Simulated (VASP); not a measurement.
# InGa2N3 (P-4m2) in VASP: notebook, part 2 of 2

VASP 6.6.1. Earlier steps stand in the parts before.

## Step 3: Single point, PBE

This run uses another cell than the first one, of 14.89 Å³/atom, 1.068 times its volume.

File INCAR:

```
SYSTEM = InGa2N3
PREC = Accurate
ENCUT = 520
EDIFF = 1E-7
ISMEAR = 0
SIGMA = 0.1
LREAL = .FALSE.
LASPH = .TRUE.
NELM = 60
ALGO = Normal
ISIF = 2
LWAVE = .FALSE.
LCHARG = .TRUE.
GGA = PE
LELF = .TRUE.
LVHAR = .TRUE.
NBANDS = 36
```

File KPOINTS:

```
Automatic mesh
0
G
  12 12 4
  0 0 0
```

File POSCAR:

```
InGa2N3
1.0
    3.0139390463      0.0000000000      0.0000000000
    0.0000000000      3.0139390463      0.0000000000
    0.0000000000      0.0000000000      9.8366559828
In Ga N
1 2 3
Direct
    0.5000000000      0.5000000000      0.0000000000
    0.5000000000      0.0000000000      0.6025583687
    0.0000000000      0.5000000000      0.3974416313
    0.5000000000      0.0000000000      0.3894014201
    0.0000000000      0.5000000000      0.6105985799
    0.0000000000      0.0000000000      0.0000000000
```

Potentials or basis: VASP PAW PBE potentials, release 64 (In_d, Ga_d, N).

On the command line:

```console
$ cat potpaw_PBE.64/In_d/POTCAR potpaw_PBE.64/Ga_d/POTCAR potpaw_PBE.64/N/POTCAR > POTCAR
$ mpirun -np 1 vasp_std > vasp.out
```

OUTCAR:

```text
SYSTEM = InGa2N3
   PREC = Accurate
   ENCUT = 520
   EDIFF = 1E-7
   ISMEAR = 0
   LREAL = .FALSE.
   LASPH = .TRUE.
   NELM = 60
   ISIF = 2
   GGA = PE

 ion  position               nearest neighbor table
   1  0.500  0.500  0.000-   6 2.13   6 2.13   6 2.13   6 2.13
   2  0.500  0.000  0.603-   4 2.10   5 2.13   5 2.13   5 2.13   5 2.13
   3  0.000  0.500  0.397-   5 2.10   4 2.13   4 2.13   4 2.13   4 2.13
   4  0.500  0.000  0.389-   2 2.10   3 2.13   3 2.13   3 2.13   3 2.13
   5  0.000  0.500  0.611-   3 2.10   2 2.13   2 2.13   2 2.13   2 2.13
   6  0.000  0.000  0.000-   1 2.13   1 2.13   1 2.13   1 2.13

  LATTYP: Found a simple tetragonal cell.
 ALAT       =     3.0139390463
 C/A-ratio  =     3.2637209418

  Lattice vectors:

 A1 = (   3.0139390463,   0.0000000000,   0.0000000000)
 A2 = (   0.0000000000,   3.0139390463,   0.0000000000)
 A3 = (   0.0000000000,   0.0000000000,   9.8366559828)

Analysis of symmetry for initial positions (statically):
=====================================================================
 Subroutine PRICEL returns:
 Original cell was already a primitive cell.

 Routine SETGRP: Setting up the symmetry group for a
 simple tetragonal supercell.

 Subroutine GETGRP returns: Found  8 space group operations
 (whereof  8 operations were pure point group operations)
 out of a pool of 16 trial point group operations.

The static configuration has the point symmetry D_2d.

Analysis of symmetry for dynamics (positions and initial velocities):
=====================================================================
 Subroutine PRICEL returns:
 Original cell was already a primitive cell.

 Routine SETGRP: Setting up the symmetry group for a
 simple tetragonal supercell.

 Subroutine GETGRP returns: Found  8 space group operations
 (whereof  8 operations were pure point group operations)
 out of a pool of 16 trial point group operations.
[... 124 lines left out ...]
   ISMEAR =     0;   SIGMA  =   0.10  broadening in eV -4-tet -1-fermi 0-gaus
   EFERMI_NEDOS =   21; number of points for ismear=-14 and -15
   IALGO  =     38    algorithm
   IMIX   =      4    mixing-type and parameters
     AMIX     =   0.40;   BMIX     =  1.00
     AMIX_MAG =   1.60;   BMIX_MAG =  1.00
  volume/ion in A,a.u.               =      14.89       100.50
  Fermi-wavevector in a.u.,A,eV,Ry     =   1.384099  2.615569 26.065105  1.915731
  Thomas-Fermi vector in A             =   2.508635
   LORBIT       =      0    0 simple, 1 ext, 2 COOP (PROOUT), +10 PAW based schemes
   GGA     = PE    functional components
   LHFCALC =     F    Hartree Fock is set to
   AEXX    =    0.0000 exact exchange contribution
   IVDW    =     0    specifies the selected vdW correction
   LEPSILON=     F    determine dielectric tensor
   LRPA    =     F    only Hartree local field effects (RPA)
 non-spin polarized calculation
 Gauss-broadening in eV      SIGMA  =   0.10
  energy-cutoff  :      520.00
  volume of cell :       89.35
 maximum number of plane-waves:      2437
 NGX is ok and might be reduce to    24
   NGX = 11   NGY = 11   NGZ = 37

 number of electron      54.0000035 magnetization

 Free energy of the ion-electron system (eV)
  ---------------------------------------------------
  ext. energy  EPLUGINS =         0.00000000
  ---------------------------------------------------
  free energy    TOTEN  =       -30.79762998 eV

  energy without entropy =      -30.79402120  energy(sigma->0) =      -30.79582559

 E-fermi :   5.4770     XC(G=0): -10.3031

 val. band max:        5.4338011646   @ k =   0.4167   0.0000   0.2500
 cond. band min:       5.4772188018   @ k =   0.5000   0.5000   0.0000
 fundamental gap:      0.0434176373
 Fermi energy:         5.4769606403

 k-point     1 :       0.0000    0.0000    0.0000
  band No.  band energies     occupation
      1     -11.5607      2.00000
      2     -11.3525      2.00000
      3     -10.9629      2.00000
      4      -9.6698      2.00000
      5      -9.5606      2.00000
      6      -9.5576      2.00000
[... 925 lines left out ...]
     35      13.9303      0.00000
     36      14.4268      0.00000

 [... further k-points ...]
[... 5 lines left out ...]
  --------------------------------------------------------------------------------------
  -------------------------------------------------------------------------------------
  Total        0.2505036      0.2505036      0.1123819      0.0000000      0.0000000      0.0000000
  in kB        4.4916726      4.4916726      2.0150717      0.0000000      0.0000000      0.0000000
  external PRESSURE =       3.6661390 kB  Pullay stress =       0.0000000 kB

 VOLUME and BASIS-vectors are now :
 -----------------------------------------------------------------------------
  energy-cutoff  :      520.00
  volume of cell :       89.35
      direct lattice vectors                 reciprocal lattice vectors
     3.013939046  0.000000000  0.000000000     0.331791713  0.000000000  0.000000000
     0.000000000  3.013939046  0.000000000     0.000000000  0.331791713  0.000000000
     0.000000000  0.000000000  9.836655983     0.000000000  0.000000000  0.101660564

 POSITION                                       TOTAL-FORCE (eV/Angst)
 -----------------------------------------------------------------------------------
      1.50697      1.50697      0.00000         0.000000     -0.000000     -0.000000
      1.50697      0.00000      5.92716        -0.000000      0.000000      0.028647
      0.00000      1.50697      3.90950        -0.000000      0.000000     -0.028647
      1.50697      0.00000      3.83041        -0.000000      0.000000     -0.035040
      0.00000      1.50697      6.00625        -0.000000      0.000000      0.035040
      0.00000      0.00000      0.00000        -0.000000      0.000000     -0.000000
 -----------------------------------------------------------------------------------
    total drift:                                0.000000     -0.000000     -0.000000

  FREE ENERGIE OF THE ION-ELECTRON SYSTEM (eV)
  ---------------------------------------------------
  free  energy   TOTEN  =       -30.7976299792 eV

  energy  without entropy=      -30.7940212032  energy(sigma->0) =      -30.79582559
```

stdout:

```text
POSCAR found type information on POSCAR InGaN
 POSCAR found :  3 types and       6 ions
 scaLAPACK will be used
 LDA part: xc-table for (Slater+PW92), standard interpolation
 POSCAR, INCAR and KPOINTS ok, starting setup
 FFT: planning ... GRIDC
 FFT: planning ... GRID_SOFT
 FFT: planning ... GRID
 WAVECAR not read
 entering main loop
```

Run time: 10 min. Hardware: 1 thread of AMD EPYC 7R13, shared host; peak memory 0.34 GiB.

What came out:

| Item | Value |
| --- | --- |
| Free energy | -30.7976 eV |
| Pressure | 0.4 GPa |
| Largest force | 0.035 eV/Å |
| Band gap on the k mesh | zero (band 27 reaches 5.63 eV, above the bottom of band 28 at 4.72 eV) |

Forces in eV/Å, atoms in the order of the input:
```
In   0.000  0.000  0.000
Ga   0.000  0.000  0.029
Ga   0.000  0.000 -0.029
N    0.000  0.000 -0.035
N    0.000  0.000  0.035
N    0.000  0.000  0.000
```

Caveat: spin-orbit coupling is left out, which moves the levels of the heavy elements.

## Step 4: Single point, PBE, collinear spin, ferromagnetic start

File INCAR:

```
SYSTEM = InGa2N3
PREC = Accurate ; ENCUT = 520
EDIFF = 1E-6 ; ISMEAR = 0
SIGMA = 0.1 ; LREAL = .False.
LASPH = .True. ; NELM = 150
ALGO = Normal ; ISIF = 2
LWAVE = .False. ; LCHARG = .False.
ISPIN = 2 ; MAGMOM = 0 0 0 1 1 1
LORBIT = 11 ; GGA = PE
NBANDS = 40
```

File KPOINTS:

```
regular mesh
0
Gamma
  6 6 4
  0 0 0
```

File POSCAR:

```
InGa2N3
1.0
    3.3515989800      0.0000000000      0.0000000000
    0.0000000000      3.3515989800      0.0000000000
    0.0000000000      0.0000000000      7.4452746600
In Ga N
1 2 3
Direct
    0.5000000000      0.5000000000      0.0000000000
    0.5000000000      0.0000000000      0.7398749000
    0.0000000000      0.5000000000      0.2601251000
    0.5000000000      0.0000000000      0.3835413500
    0.0000000000      0.5000000000      0.6164586500
    0.0000000000      0.0000000000      0.0000000000
```

On the command line:

```console
$ cat potpaw_PBE.64/In_d/POTCAR potpaw_PBE.64/Ga_d/POTCAR potpaw_PBE.64/N/POTCAR > POTCAR
$ mpirun -np 1 vasp_std > vasp.out
```

It took 7.3 min on 1 thread of AMD EPYC 7R13, shared host; peak memory 0.3 GiB.

Results (log left out):

```
Free energy                                           : -23.5933 eV
Pressure                                              : -4.3 GPa
Largest force                                         : 5.018 eV/Å
Net moment                                            : 1.42 μB per cell
Site moments                                          : In +0.02; Ga -0.02; N +0.54, -0.02 μB
Valence electrons inside the program's atomic spheres : In 11.57; Ga 11.40; N 3.37, 3.54
```

Forces on the atoms (eV/Å):
```
In   0.000  0.000  0.000
Ga   0.000  0.000 -5.018
Ga   0.000  0.000  5.018
N    0.000  0.000 -1.137
N    0.000  0.000  1.137
N    0.000  0.000  0.000
```

Stress tensor (GPa, compression positive):
```
-8.21  0.00  0.00
 0.00 -8.21  0.00
 0.00  0.00  3.64
```

Levels at points of the mesh, in eV from the Fermi level:
Spin up:
```csv
k point,band 24,band 25,band 26,band 27,band 28,band 29,band 30,band 31,band 32,band 33
"(0.00, 0.00, 0.00)",-1.65,-1.58,-1.58,-0.67,-0.67,0.40,1.24,3.72,6.68,6.68
"(0.50, 0.00, 0.00)",-1.57,-1.57,-0.77,-0.62,-0.56,0.78,2.01,4.44,4.88,5.03
"(0.50, 0.50, 0.00)",-3.25,-2.63,-2.63,-2.10,-0.92,-0.07,-0.07,1.94,5.28,5.45
"(0.00, 0.00, 0.50)",-1.73,-1.73,-1.57,-0.57,-0.57,-0.05,1.87,4.17,6.68,6.68
"(0.50, 0.00, 0.50)",-1.56,-0.77,-0.67,-0.58,0.34,0.46,1.79,4.12,4.93,4.95
"(0.50, 0.50, 0.50)",-2.21,-2.11,-2.11,-1.88,-0.94,-0.75,-0.75,1.25,5.49,5.70
```
Spin down:
```tsv
k point	band 22	band 23	band 24	band 25	band 26	band 27	band 28	band 29	band 30	band 31
(0.00, 0.00, 0.00)	-3.21	-1.29	-0.92	-0.76	-0.76	0.25	0.25	0.52	1.83	3.83
(0.50, 0.00, 0.00)	-2.34	-1.59	-1.37	-1.00	-0.02	0.30	0.34	1.34	2.41	4.71
(0.50, 0.50, 0.00)	-3.62	-3.15	-2.86	-2.25	-2.25	-1.62	-0.42	0.58	0.58	2.51
(0.00, 0.00, 0.50)	-3.19	-1.19	-0.95	-0.87	-0.87	-0.04	0.34	0.34	2.63	4.33
(0.50, 0.00, 0.50)	-3.26	-2.59	-1.58	0.10	0.31	0.33	0.66	1.25	2.09	4.38
(0.50, 0.50, 0.50)	-4.12	-3.88	-1.76	-1.76	-1.64	-1.62	-0.23	-0.13	-0.13	1.53
```

Caveat: spin-orbit coupling is left out, which moves the levels of the heavy elements; forces of over 1 eV/Å act on the atoms, so gaps and moduli don't describe the material at rest.

## Step 5: Single point, PBE, collinear spin, ferromagnetic start

This run uses another cell than the first one, of 14.53 Å³/atom, 1.042 times its volume.

File INCAR:

```
SYSTEM = InGa2N3
  PREC = Accurate
  ENCUT = 520
  EDIFF = 1E-6
  ISMEAR = 0
  SIGMA = 0.1
  LREAL = .FALSE.
  LASPH = .TRUE.
  NELM = 150
  ALGO = Normal
  ISIF = 2
  LWAVE = .FALSE.
  LCHARG = .FALSE.
  ISPIN = 2
  MAGMOM = 0 0 0 1 1 1
  LORBIT = 11
  GGA = PE
  NBANDS = 40
```

File KPOINTS:

```
Automatic mesh
0
G
  6 6 4
  0 0 0
```

File POSCAR:

```
InGa2N3
1.0
    3.0164883020      0.0000000000      0.0000000000
    0.0000000000      3.0164883020      0.0000000000
    0.0000000000      0.0000000000      9.5811907468
In Ga N
1 2 3
Direct
    0.5000000000      0.5000000000      0.0000000000
    0.5000000000      0.0000000000      0.6051154834
    0.0000000000      0.5000000000      0.3948845166
    0.5000000000      0.0000000000      0.3865717808
    0.0000000000      0.5000000000      0.6134282192
    0.0000000000      0.0000000000      0.0000000000
```

On the command line:

```console
$ cat potpaw_PBE.64/In_d/POTCAR potpaw_PBE.64/Ga_d/POTCAR potpaw_PBE.64/N/POTCAR > POTCAR
$ mpirun -np 1 vasp_std > vasp.out
```

It took 7.1 min on 1 thread of AMD EPYC 7R13, shared host; peak memory 0.29 GiB.

Results (log left out):

```
Free energy                                           : -30.7933 eV
Pressure                                              : 0.4 GPa
Largest force                                         : 0.038 eV/Å
Band gap on the k mesh                                : zero (filled and empty bands overlap)
Net moment                                            : 0.00 μB per cell
Valence electrons inside the program's atomic spheres : In 11.52; Ga 11.55; N 3.65, 3.68
```

Forces on the atoms (eV/Å):
```
In   0.000  0.000  0.000
Ga   0.000  0.000  0.032
Ga   0.000  0.000 -0.032
N    0.000  0.000 -0.038
N    0.000  0.000  0.038
N    0.000  0.000  0.000
```

Levels at points of the mesh, in eV from the Fermi level:
Spin up:
```
           k point  band 24  band 25  band 26  band 27  band 28  band 29  band 30  band 31
(0.00, 0.00, 0.00)    -2.44    -2.44    -1.70    -1.70    -0.76     0.87     1.91     3.56
(0.50, 0.00, 0.00)    -1.50    -0.90    -0.89     0.07     1.36     3.17     4.20     4.78
(0.50, 0.50, 0.00)    -4.62    -3.51    -3.51    -1.24    -0.04     0.13     0.13     5.07
(0.00, 0.00, 0.50)    -2.44    -2.44    -1.70    -1.70     0.00     0.08     1.91     4.71
(0.50, 0.00, 0.50)    -1.32    -0.90    -0.89     0.07     1.84     2.89     3.31     5.44
(0.50, 0.50, 0.50)    -4.62    -3.50    -3.50    -1.25    -0.02     0.10     0.10     4.89
```
Spin down:
```tsv
k point	band 23	band 24	band 25	band 26	band 27	band 28	band 29	band 30	band 31	band 32
(0.00, 0.00, 0.00)	-2.85	-2.44	-2.44	-1.70	-1.70	-0.76	0.87	1.91	3.56	6.83
(0.50, 0.00, 0.00)	-2.41	-1.50	-0.90	-0.89	0.07	1.36	3.17	4.20	4.78	5.00
(0.50, 0.50, 0.00)	-4.65	-4.62	-3.51	-3.51	-1.24	-0.04	0.13	0.13	5.08	7.00
(0.00, 0.00, 0.50)	-3.03	-2.44	-2.44	-1.70	-1.70	0.00	0.08	1.91	4.71	4.82
(0.50, 0.00, 0.50)	-2.51	-1.32	-0.90	-0.89	0.07	1.84	2.89	3.31	5.44	5.54
(0.50, 0.50, 0.50)	-4.65	-4.62	-3.50	-3.50	-1.25	-0.02	0.10	0.10	4.89	7.23
```

Caveat: spin-orbit coupling is left out, which moves the levels of the heavy elements.

## Step 6: Summary

```tsv
spin	cell	k mesh	gap on the mesh (eV)	pressure (GPa)	moment (μB)	largest force (eV/Å)
off	a = 3.352, b = 3.352, c = 7.445 Å, 6 atoms	6 × 6 × 4	none	-5.4	-	5.15
off	a = 3.014, b = 3.014, c = 9.837 Å, 6 atoms	12 × 12 × 4	none	0.4	-	0.04
collinear, ferromagnetic start	a = 3.352, b = 3.352, c = 7.445 Å, 6 atoms	6 × 6 × 4	none	-4.3	1.42	5.02
collinear, ferromagnetic start	a = 3.016, b = 3.016, c = 9.581 Å, 6 atoms	6 × 6 × 4	none	0.4	0.00	0.04
```

Alike in all rows: task single point; level PBE; potentials or basis VASP PAW PBE potentials, release 64 (In_d, Ga_d, N); cutoff (eV) 520; smearing gaussian 0.1 eV.

Caveats: spin-orbit coupling is left out, which moves the levels of the heavy elements; forces of over 1 eV/Å act on the atoms, so gaps and moduli don't describe the material at rest (some runs).

Absolute energies hang on the potentials; compare differences alone.
